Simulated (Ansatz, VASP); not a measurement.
**LiCaF3 in VASP and in Ansatz**

Contents of INCAR:

```
SYSTEM = LiCaF3
PREC     = Accurate       ! precision mode
ENCUT    = 520            ! plane-wave cutoff, eV
EDIFF    = 1E-6           ! SCF threshold, eV
ISMEAR   = 0              ! smearing method
SIGMA    = 0.05           ! smearing width, eV
LREAL    = .False.        ! projectors in reciprocal space
LASPH    = .True.         ! aspherical terms in the spheres
NELM     = 80             ! most SCF steps
ALGO     = Normal         ! electronic algorithm
ISIF     = 2              ! what is computed and relaxed
LWAVE    = .False.        ! write WAVECAR
LCHARG   = .True.         ! write CHGCAR
LELF     = .True.         ! ELF
LVHAR    = .True.       
NBANDS   = 25             ! bands
```

KPOINTS

```
Automatic mesh
0
Gamma
  6 6 6
  0 0 0
```

Contents of POSCAR:

```
LiCaF3
1.0
    3.7612440000      0.0000000000      0.0000000000
    0.0000000000      3.7612440000      0.0000000000
    0.0000000000      0.0000000000      3.9869186400
Li Ca F
1 1 3
Direct
    0.5000000000      0.5000000000      0.5000000000
    0.0000000000      0.0000000000      0.0000000000
    0.0000000000      0.5000000000      0.5000000000
    0.5000000000      0.5000000000      0.0000000000
    0.5000000000      0.0000000000      0.5000000000
```

Input for Ansatz:

```yaml
crystal:
  lattice:
    - [3.761244, 0.0, 0.0]
    - [0.0, 3.761244, 0.0]
    - [0.0, 0.0, 3.98691864]
  atoms:
    - { symbol: Li, position: [0.5, 0.5, 0.5] }
    - { symbol: Ca, position: [0.0, 0.0, 0.0] }
    - { symbol: F, position: [0.0, 0.5, 0.5] }
    - { symbol: F, position: [0.5, 0.5, 0.0] }
    - { symbol: F, position: [0.5, 0.0, 0.5] }
basis:
  ecutwfc: 420
kpoints:
  mp_grid: { grid: [6, 6, 6] }
hamiltonian:
  xc: lda
scf:
  occupations: { method: gaussian, width: 0.05 }
output:
  forces: true
  stress: true
  eigenvalues: true
```

Change from the starting cell: strain +0.0600 x Voigt [0, 0, 1, 0, 0, 0], atoms carried along.

Alike in both runs: task single point; functional LDA; k mesh 6 × 6 × 6; occupations gaussian, width 0.05 eV; no spin polarisation.

|  | VASP | Ansatz |
| --- | --- | --- |
| version | VASP 6.6.1 | Ansatz 0.2.0 |
| potentials or method | VASP PAW LDA potentials, release 64 (Li_sv, Ca_sv, F), cutoff 520 eV | scalar-relativistic, plane waves, PAW |
| valence electrons in the cell | 34 | 34 |

|  | VASP | Ansatz | Ansatz less VASP |
| --- | --- | --- | --- |
| gap on the k mesh at the Fermi level (eV) | 5.72 | 5.73 | +0.016 |
| least direct gap on the mesh (eV) | 6.04 | 6.05 | +0.014 |

LDA's correlation is that of Perdew and Zunger in VASP and of Perdew and Wang (1992) in Ansatz.

Noted on VASP's run: the cutoff is short for stress, so the pressure is rough.
